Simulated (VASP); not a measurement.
# TaN (Imm2) in VASP: notebook

Runs on TaN. Level: LDA. Tasks: single point.

Everything below comes from runs of VASP 6.6.1. Logs are shortened: lines on timing, memory, paths and dates and some standing lists are left out, and cuts for length are marked.

### Step 1. The cell of the first run

Symmetry: Imm2, No. 44, orthorhombic system. Conventional cell: a = 3.074 Å, b = 4.348 Å, c = 3.074 Å, α = 90.00°, β = 90.00°, γ = 90.00°. Ta (site symmetry mm2) has 6 N at 2.05 to 2.31 Å within 2.7 Å. N (site symmetry mm2) has 6 Ta at 2.05 to 2.31 Å within 2.7 Å.

### Step 2. Single point, LDA (mode 4 frozen in at -0.122 Å and mode 6 at -0.122 Å (largest displacements))

INCAR reads:

```
PREC = Accurate ; ENCUT = 520
EDIFF = 1E-6 ; ISMEAR = 0
SIGMA = 0.15 ; LREAL = False
LASPH = True ; NELM = 100
ALGO = Normal ; ISIF = 2
LWAVE = False ; LCHARG = True
LELF = True ; LVHAR = True
NBANDS = 15
```

KPOINTS reads:

```
regular mesh
0
Gamma
  18 18 18
```

POSCAR reads:

```
TaN
1.0
    0.0000000000      2.1738356505      2.1738356505
    2.1738356505      0.0000000000      2.1738356505
    2.1738356505      2.1738356505      0.0000000000
Ta N
1 1
Direct
    0.5000000000      0.5043443495      0.5000000000
    0.0000000000     -0.0561219980      0.0000000000
```

Potentials or basis: VASP PAW LDA potentials, release 64 (Ta_pv, N).

Command:

```bash
$ cat potpaw_LDA.64/Ta_pv/POTCAR potpaw_LDA.64/N/POTCAR > POTCAR
$ mpirun -np 1 vasp_std > vasp.out
```

OUTCAR:

```text
PREC = Accurate
   ENCUT = 520
   EDIFF = 1E-6
   ISMEAR = 0
   LREAL = False
   LASPH = True
   NELM = 100
   ISIF = 2

 ion  position               nearest neighbor table
   1  0.500  0.504  0.500-   2 2.05   2 2.05   2 2.18   2 2.18   2 2.31   2 2.31
   2  0.000  0.944  0.000-   1 2.05   1 2.05   1 2.18   1 2.18   1 2.31   1 2.31

  LATTYP: Found a face centered cubic cell.
 ALAT       =     4.3476713010

  Lattice vectors:

 A1 = (   0.0000000000,   2.1738356505,   2.1738356505)
 A2 = (   2.1738356505,   0.0000000000,   2.1738356505)
 A3 = (   2.1738356505,   2.1738356505,   0.0000000000)

Analysis of symmetry for initial positions (statically):
=====================================================================
 Subroutine PRICEL returns:
 Original cell was already a primitive cell.

 Routine SETGRP: Setting up the symmetry group for a
 face centered cubic supercell.

 Subroutine GETGRP returns: Found  4 space group operations
 (whereof  4 operations were pure point group operations)
 out of a pool of 48 trial point group operations.

The static configuration has the point symmetry C_2v.

Analysis of symmetry for dynamics (positions and initial velocities):
=====================================================================
 Subroutine PRICEL returns:
 Original cell was already a primitive cell.

 Routine SETGRP: Setting up the symmetry group for a
 face centered cubic supercell.

 Subroutine GETGRP returns: Found  4 space group operations
 (whereof  4 operations were pure point group operations)
 out of a pool of 48 trial point group operations.

The dynamic configuration has the point symmetry C_2v.

 Subroutine INISYM returns: Found  4 space group operations
 (whereof  4 operations are pure point group operations),
 and found     1 'primitive' translations

----------------------------------------------------------------------------------------

                                     Primitive cell

  volume of cell :      20.5452

  direct lattice vectors                    reciprocal lattice vectors
     0.000000000  2.173835651  2.173835651    -0.230008188  0.230008188  0.230008188
     2.173835651  0.000000000  2.173835651     0.230008188 -0.230008188  0.230008188
     2.173835651  2.173835651  0.000000000     0.230008188  0.230008188 -0.230008188

  length of vectors
     3.074267859  3.074267859  3.074267859     0.398385869  0.398385869  0.398385869

  position of ions in fractional coordinates (direct lattice)
     0.500000000  0.504344350  0.500000000
     0.000000000  0.943878002  0.000000000

  ion indices of the primitive-cell ions
   primitive index   ion index
[... 87 lines left out ...]
   EMIN   =  10.00;   EMAX   =-10.00  energy-range for DOS
   EFERMI =   0.00;   METHOD = LEGACY
   ISMEAR =     0;   SIGMA  =   0.15  broadening in eV -4-tet -1-fermi 0-gaus
   EFERMI_NEDOS =   21; number of points for ismear=-14 and -15
   IALGO  =     38    algorithm
   IMIX   =      4    mixing-type and parameters
     AMIX     =   0.40;   BMIX     =  1.00
     AMIX_MAG =   1.60;   BMIX_MAG =  1.00
  volume/ion in A,a.u.               =      10.27        69.32
  Fermi-wavevector in a.u.,A,eV,Ry     =   1.506184  2.846276 30.866057  2.268591
  Thomas-Fermi vector in A             =   2.616935
   LORBIT       =      0    0 simple, 1 ext, 2 COOP (PROOUT), +10 PAW based schemes
   GGA     = CA    functional components
   LHFCALC =     F    Hartree Fock is set to
   AEXX    =    0.0000 exact exchange contribution
   IVDW    =     0    specifies the selected vdW correction
   LEPSILON=     F    determine dielectric tensor
   LRPA    =     F    only Hartree local field effects (RPA)
 non-spin polarized calculation
 Gauss-broadening in eV      SIGMA  =   0.15
  energy-cutoff  :      520.00
  volume of cell :       20.55
 maximum number of plane-waves:       568
   NGX = 11   NGY = 11   NGZ = 11

 number of electron      16.0000000 magnetization

 Free energy of the ion-electron system (eV)
  ---------------------------------------------------
  ext. energy  EPLUGINS =         0.00000000
  ---------------------------------------------------
  free energy    TOTEN  =       -23.98623268 eV

  energy without entropy =      -23.97719178  energy(sigma->0) =      -23.98171223

 E-fermi :   9.6981     XC(G=0): -13.8336

 val. band max:        9.6955730196   @ k =   0.2778   0.2222   0.2778
 cond. band min:       9.6988688019   @ k =   0.2778   0.1667   0.0556
 fundamental gap:      0.0032957823
 Fermi energy:         9.6981264942

 k-point     1 :       0.0000    0.0000    0.0000
  band No.  band energies     occupation
      1     -25.6651      2.00000
      2     -25.6559      2.00000
      3     -25.6395      2.00000
      4      -9.0922      2.00000
      5       5.0423      2.00000
      6       5.1676      2.00000
      7       5.3334      2.00000
      8       7.5632      2.00000
      9       8.3395      2.00000
     10       8.4793      2.00000
     11      10.1959      0.00000
     12      10.6184      0.00000
     13      11.7239      0.00000
     14      19.1857      0.00000
[... 401 lines left out ...]
      2     -25.6780      2.00000
      3     -25.6679      2.00000
      4      -8.8034      2.00000
      5       3.8308      2.00000
      6       4.7669      2.00000
      7       5.2747      2.00000
      8       7.6601      2.00000
      9       8.2768      2.00000
     10       8.4856      2.00000
     11      11.1354      0.00000
     12      11.5051      0.00000
     13      12.7792      0.00000
     14      20.0541      0.00000
     15      21.3506      0.00000

 [... further k-points ...]

------------------------ aborting loop because EDIFF is reached ----------------------------------------

  FORCE on cell =-STRESS in cart. coord.  units (eV):
  Direction    XX          YY          ZZ          XY          YZ          ZX
  --------------------------------------------------------------------------------------
  -------------------------------------------------------------------------------------
  Total        1.5324502      0.2680110      1.5324502     -0.0000000      0.0000000     -0.3373560
  in kB      119.5052072     20.9003263    119.5052072     -0.0000000      0.0000000    -26.3080673
  external PRESSURE =      86.6369136 kB  Pullay stress =       0.0000000 kB

 VOLUME and BASIS-vectors are now :
 -----------------------------------------------------------------------------
  energy-cutoff  :      520.00
  volume of cell :       20.55
      direct lattice vectors                 reciprocal lattice vectors
     0.000000000  2.173835651  2.173835651    -0.230008188  0.230008188  0.230008188
     2.173835651  0.000000000  2.173835651     0.230008188 -0.230008188  0.230008188
     2.173835651  2.173835651  0.000000000     0.230008188  0.230008188 -0.230008188

 POSITION                                       TOTAL-FORCE (eV/Angst)
 -----------------------------------------------------------------------------------
      2.18328      2.17384      2.18328        -1.371000      0.000000     -1.371000
      2.05184      0.00000      2.05184         1.371000     -0.000000      1.371000
 -----------------------------------------------------------------------------------
    total drift:                               -0.000005     -0.000000     -0.000005

  FREE ENERGIE OF THE ION-ELECTRON SYSTEM (eV)
  ---------------------------------------------------
  free  energy   TOTEN  =       -23.9862326826 eV

  energy  without entropy=      -23.9771917845  energy(sigma->0) =      -23.98171223
```

stdout:

```text
POSCAR found type information on POSCAR TaN
 POSCAR found :  2 types and       2 ions
 scaLAPACK will be used
 LDA part: xc-table for (Slater(with rela. corr.)+CA(PZ))
 , standard interpolation
 POSCAR, INCAR and KPOINTS ok, starting setup
 FFT: planning ... GRIDC
 FFT: planning ... GRID_SOFT
 FFT: planning ... GRID
 WAVECAR not read
 entering main loop
```

Run time: 2 min. Hardware: 1 thread of AMD EPYC 9R45 (Zen 5), shared host; peak memory 0.33 GiB.

Results:

```yaml
Free_energy: -23.9862 eV
Pressure: 8.7 GPa
Largest_force: 1.939 eV/Å
Band_gap_on_the_k_mesh: zero (band 8 reaches 11.62 eV, above the bottom of band 9 at 8.03 eV)
```

Forces on the atoms (eV/Å):
```
Ta  -1.371  0.000 -1.371
N    1.371  0.000  1.371
```

Levels at points of the mesh, in eV from the Fermi level:
| k point | band 6 | band 7 | band 8 | band 9 | band 10 | band 11 |
| --- | --- | --- | --- | --- | --- | --- |
| (0.00, 0.00, 0.00) | -4.53 | -4.36 | -2.13 | -1.36 | -1.22 | 0.50 |
| (0.50, 0.00, 0.00) | -7.66 | -7.49 | 1.85 | 1.87 | 2.29 | 3.73 |
| (0.00, 0.50, 0.00) | -7.80 | -7.71 | 1.92 | 2.02 | 2.39 | 4.19 |
| (0.50, 0.50, 0.00) | -6.27 | -4.64 | -3.84 | 2.45 | 3.82 | 3.84 |
| (0.50, 0.00, 0.50) | -6.54 | -4.76 | -3.33 | 2.57 | 3.84 | 3.84 |

Caveat: the cell differs from its parent crystal (mode 4 frozen in at -0.122 Å and mode 6 at -0.122 Å (largest displacements)); spin-orbit coupling is left out, which moves the levels of the heavy elements; forces of over 1 eV/Å act on the atoms, so gaps and moduli don't describe the material at rest.

### Step 3. Single point, LDA (mode 4 frozen in at -0.244 Å and mode 6 at -0.244 Å (largest displacements))

INCAR reads:

```
  PREC = Accurate
  ENCUT = 520
  EDIFF = 1E-6
  ISMEAR = 0
  SIGMA = 0.15
  LREAL = False
  LASPH = True
  NELM = 80
  ALGO = Normal
  ISIF = 2
  LWAVE = False
  LCHARG = True
  LELF = True
  LVHAR = True
  NBANDS = 15
```

KPOINTS is that of step 2.

POSCAR reads:

```
TaN
1.0
    0.0000000000      2.1738356505      2.1738356505
    2.1738356505      0.0000000000      2.1738356505
    2.1738356505      2.1738356505      0.0000000000
Ta N
1 1
Direct
    0.5000000000      0.5086886989      0.5000000000
    0.0000000000     -0.1122439960      0.0000000000
```

Potentials or basis: VASP PAW LDA potentials, release 64 (Ta_pv, N).

Command:

```bash
$ cat potpaw_LDA.64/Ta_pv/POTCAR potpaw_LDA.64/N/POTCAR > POTCAR
$ mpirun -np 1 vasp_std > vasp.out
```

It took 2 min on 1 thread of AMD EPYC 9R45 (Zen 5), shared host; peak memory 0.33 GiB.

The run converged. Its results:

```yaml
Free_energy: -23.3897 eV
Pressure: 27.6 GPa
Largest_force: 4.566 eV/Å
Band_gap_on_the_k_mesh: zero (band 8 reaches 11.05 eV, above the bottom of band 9 at 8.29 eV)
```

Forces in eV/Å, atoms in the order of the input:
```
Ta  -3.228  0.000 -3.228
N    3.228  0.000  3.228
```

Stress tensor (GPa, compression positive):
```
 40.23   0.00 -12.08
  0.00   2.34   0.00
-12.08   0.00  40.23
```

Levels at points of the mesh, in eV from the Fermi level:
```
           k point  band 5  band 6  band 7  band 8  band 9  band 10  band 11  band 12
(0.00, 0.00, 0.00)   -5.83   -5.39   -5.28   -1.99   -0.49     0.34     1.61     2.34
(0.50, 0.00, 0.00)  -10.31   -7.33   -6.70    1.14    1.22     2.86     3.26     6.47
(0.00, 0.50, 0.00)  -10.03   -7.83   -7.53    1.52    2.01     2.99     4.50     8.05
(0.50, 0.50, 0.00)   -7.04   -6.25   -4.71   -2.58    3.03     3.70     4.02     4.16
(0.50, 0.00, 0.50)   -7.73   -6.47   -5.11   -1.33    3.49     4.02     4.04     4.15
```

Caveat: the cell differs from its parent crystal (mode 4 frozen in at -0.244 Å and mode 6 at -0.244 Å (largest displacements)); spin-orbit coupling is left out, which moves the levels of the heavy elements; forces of over 1 eV/Å act on the atoms, so gaps and moduli don't describe the material at rest.

### Step 4. Single point, LDA (mode 4 frozen in at -0.183 Å and mode 6 at -0.183 Å (largest displacements))

INCAR reads:

```
SYSTEM = TaN
  PREC = Accurate
  ENCUT = 520
  EDIFF = 1E-7
  ISMEAR = 0
  SIGMA = 0.15
  LREAL = .False.
  LASPH = .True.
  NELM = 80
  ALGO = Normal
  ISIF = 2
  LWAVE = .False.
  LCHARG = .False.
  GGA = CA
  NBANDS = 15
```

KPOINTS reads:

```
Automatic mesh
0
Gamma
  18 18 18
  0 0 0
```

POSCAR reads:

```
TaN
1.0
    0.0000000000      2.1738356505      2.1738356505
    2.1738356505      0.0000000000      2.1738356505
    2.1738356505      2.1738356505      0.0000000000
Ta N
1 1
Direct
    0.5000000000      0.5065165242      0.5000000000
    0.0000000000     -0.0841829970      0.0000000000
```

Command:

```bash
$ cat potpaw_LDA.64/Ta_pv/POTCAR potpaw_LDA.64/N/POTCAR > POTCAR
$ mpirun -np 1 vasp_std > vasp.out
```

It took 2 min on 1 thread of AMD EPYC 9R45 (Zen 5), shared host; peak memory 0.33 GiB.

Results (log left out):

```
Free energy            : -23.7497 eV
Pressure               : 16.6 GPa
Largest force          : 3.188 eV/Å
Band gap on the k mesh : zero (band 8 reaches 11.37 eV, above the bottom of band 9 at 8.26 eV)
```

Forces on the atoms (eV/Å):
```
Ta  -2.255  0.000 -2.255
N    2.255  0.000  2.255
```

Stress tensor (GPa, compression positive):
```
23.83  0.00 -6.64
 0.00  2.20  0.00
-6.64  0.00 23.83
```

Levels at points of the mesh, in eV from the Fermi level:
| k point | band 6 | band 7 | band 8 | band 9 | band 10 | band 11 |
| --- | --- | --- | --- | --- | --- | --- |
| (0.00, 0.00, 0.00) | -4.97 | -4.81 | -2.05 | -0.85 | -0.42 | 1.14 |
| (0.50, 0.00, 0.00) | -7.50 | -7.13 | 1.58 | 1.65 | 2.55 | 3.47 |
| (0.00, 0.50, 0.00) | -7.80 | -7.60 | 1.76 | 2.04 | 2.72 | 4.30 |
| (0.50, 0.50, 0.00) | -6.35 | -4.65 | -3.21 | 2.74 | 3.86 | 3.94 |
| (0.50, 0.00, 0.50) | -6.49 | -4.91 | -2.35 | 3.00 | 3.95 | 3.95 |

Caveat: the cell differs from its parent crystal (mode 4 frozen in at -0.183 Å and mode 6 at -0.183 Å (largest displacements)); spin-orbit coupling is left out, which moves the levels of the heavy elements; forces of over 1 eV/Å act on the atoms, so gaps and moduli don't describe the material at rest.

### Step 5. Single point, LDA (mode 4 frozen in at -0.244 Å and mode 6 at -0.244 Å (largest displacements))

INCAR reads:

```
  PREC = Accurate
  ENCUT = 600
  EDIFF = 1E-6
  ISMEAR = 0
  SIGMA = 0.15
  LREAL = False
  LASPH = True
  NELM = 120
  ALGO = Normal
  ISIF = 2
  LWAVE = False
  LCHARG = True
  LELF = True
  LVHAR = True
  NBANDS = 16
  GGA_COMPAT = False
```

KPOINTS reads:

```
regular mesh
0
Gamma
  18 18 18
```

POSCAR reads:

```
TaN
1.0
    0.0000000000      2.1738356505      2.1738356505
    2.1738356505      0.0000000000      2.1738356505
    2.1738356505      2.1738356505      0.0000000000
Ta N
1 1
Direct
    0.5000000000      0.5086886989      0.5000000000
    0.0000000000     -0.1122439960      0.0000000000
```

Potentials or basis: VASP PAW LDA potentials, release 64 (Ta_sv_GW, N).

Command:

```bash
$ cat potpaw_LDA.64/Ta_sv_GW/POTCAR potpaw_LDA.64/N/POTCAR > POTCAR
$ mpirun -np 1 vasp_std > vasp.out
```

Run time: 2.9 min. Hardware: 1 thread of Intel Xeon 6975P-C (Granite Rapids), shared host; peak memory 0.48 GiB.

Results (log left out):

| Quantity | Value |
| --- | --- |
| Free energy | -25.9116 eV |
| Pressure | 26.7 GPa |
| Largest force | 4.548 eV/Å |
| Band gap on the k mesh | zero (band 9 reaches 15.26 eV, above the bottom of band 10 at 12.52 eV) |

Forces on the atoms (eV/Å):
```
Ta  -3.216  0.000 -3.216
N    3.216  0.000  3.216
```

Stress tensor (GPa, compression positive):
```
 39.28   0.00 -12.07
  0.00   1.58   0.00
-12.07   0.00  39.28
```

Levels at points of the mesh, in eV from the Fermi level:
```tsv
k point	band 5	band 6	band 7	band 8	band 9	band 10	band 11	band 12	band 13	band 14
(0.00, 0.00, 0.00)	-18.61	-5.82	-5.39	-5.27	-1.98	-0.48	0.34	1.60	2.32	2.78
(0.50, 0.00, 0.00)	-15.43	-10.29	-7.33	-6.70	1.14	1.23	2.86	3.26	6.45	8.31
(0.00, 0.50, 0.00)	-15.79	-10.02	-7.83	-7.53	1.51	2.01	2.99	4.50	8.00	8.74
(0.50, 0.50, 0.00)	-17.17	-7.03	-6.24	-4.71	-2.57	3.03	3.71	4.03	4.17	6.04
(0.50, 0.00, 0.50)	-17.29	-7.72	-6.47	-5.11	-1.32	3.50	4.03	4.05	4.15	7.58
```

Caveat: the cell differs from its parent crystal (mode 4 frozen in at -0.244 Å and mode 6 at -0.244 Å (largest displacements)); spin-orbit coupling is left out, which moves the levels of the heavy elements; forces of over 1 eV/Å act on the atoms, so gaps and moduli don't describe the material at rest.

### Step 6. Single point, LDA (mode 4 frozen in at -0.183 Å and mode 6 at -0.183 Å (largest displacements))

INCAR reads:

```
SYSTEM = TaN
  PREC = Accurate
  ENCUT = 600
  EDIFF = 1E-6
  ISMEAR = 0
  SIGMA = 0.15
  LREAL = .False.
  LASPH = .True.
  NELM = 120
  ALGO = Normal
  ISIF = 2
  LWAVE = .False.
  LCHARG = .False.
  GGA = CA
  NBANDS = 16
  GGA_COMPAT = .False.
```

KPOINTS reads:

```
Automatic mesh
0
Gamma
  18 18 18
  0 0 0
```

POSCAR reads:

```
TaN
1.0
    0.0000000000      2.1738356505      2.1738356505
    2.1738356505      0.0000000000      2.1738356505
    2.1738356505      2.1738356505      0.0000000000
Ta N
1 1
Direct
    0.5000000000      0.5065165242      0.5000000000
    0.0000000000     -0.0841829970      0.0000000000
```

Potentials or basis: VASP PAW LDA potentials, release 64 (Ta_sv_GW, N).

Command:

```bash
$ cat potpaw_LDA.64/Ta_sv_GW/POTCAR potpaw_LDA.64/N/POTCAR > POTCAR
$ mpirun -np 1 vasp_std > vasp.out
```

Run time: 3.1 min. Hardware: 1 thread of Intel Xeon 6975P-C (Granite Rapids), shared host; peak memory 0.48 GiB.

Results (log left out):

| Item | Value |
| --- | --- |
| Free energy | -26.2703 eV |
| Pressure | 15.7 GPa |
| Largest force | 3.178 eV/Å |
| Band gap on the k mesh | zero (band 9 reaches 15.59 eV, above the bottom of band 10 at 12.49 eV) |

Forces on the atoms (eV/Å):
```
Ta  -2.247  0.000 -2.247
N    2.247  0.000  2.247
```

Stress tensor (GPa, compression positive):
```
22.89  0.00 -6.64
 0.00  1.41  0.00
-6.64  0.00 22.89
```

Levels at points of the mesh, in eV from the Fermi level:
```
           k point  band 6  band 7  band 8  band 9  band 10  band 11  band 12  band 13
(0.00, 0.00, 0.00)   -5.22   -4.96   -4.80   -2.04    -0.85    -0.42     1.14     1.80
(0.50, 0.00, 0.00)  -10.38   -7.50   -7.13    1.57     1.65     2.54     3.46     6.95
(0.00, 0.50, 0.00)  -10.23   -7.79   -7.60    1.75     2.04     2.72     4.29     7.86
(0.50, 0.50, 0.00)   -6.64   -6.34   -4.65   -3.20     2.75     3.86     3.95     4.41
(0.50, 0.00, 0.50)   -7.18   -6.48   -4.90   -2.35     3.01     3.95     3.96     4.57
```

Caveat: the cell differs from its parent crystal (mode 4 frozen in at -0.183 Å and mode 6 at -0.183 Å (largest displacements)); spin-orbit coupling is left out, which moves the levels of the heavy elements; forces of over 1 eV/Å act on the atoms, so gaps and moduli don't describe the material at rest.
